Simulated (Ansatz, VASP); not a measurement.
## B in VASP and in Ansatz

```
CELL_PARAMETERS angstrom
0.00000 2.06831 2.06831
2.06831 0.00000 2.06831
2.06831 2.06831 0.00000
ATOMIC_POSITIONS crystal
B 0.12500 0.12500 0.12500
B 0.87500 0.87500 0.87500
```

Alike in both runs: task relaxation of cell and atoms; functional revPBE; k mesh 13 × 13 × 13; occupations fermi-dirac, width 0.1 eV; no spin polarisation.

|  | VASP | Ansatz |
| --- | --- | --- |
| version | VASP 6.6.1 | Ansatz 0.2.0 |
| potentials or method | VASP PAW PBE potentials, release 64 (B), cutoff 600 eV | plane waves (420 eV) with PAW, scalar-relativistic |
| valence electrons in the cell | 6 | 6 |

|  | VASP | Ansatz | Ansatz less VASP |
| --- | --- | --- | --- |
| relaxed volume (Å³/atom) | 8.43 | 8.44 | +0.005 |
| relaxed cell length with the largest relative difference (Å) | 2.879 | 2.879 | +0.0006 |

VASP's potentials were made for PBE, not for revPBE.
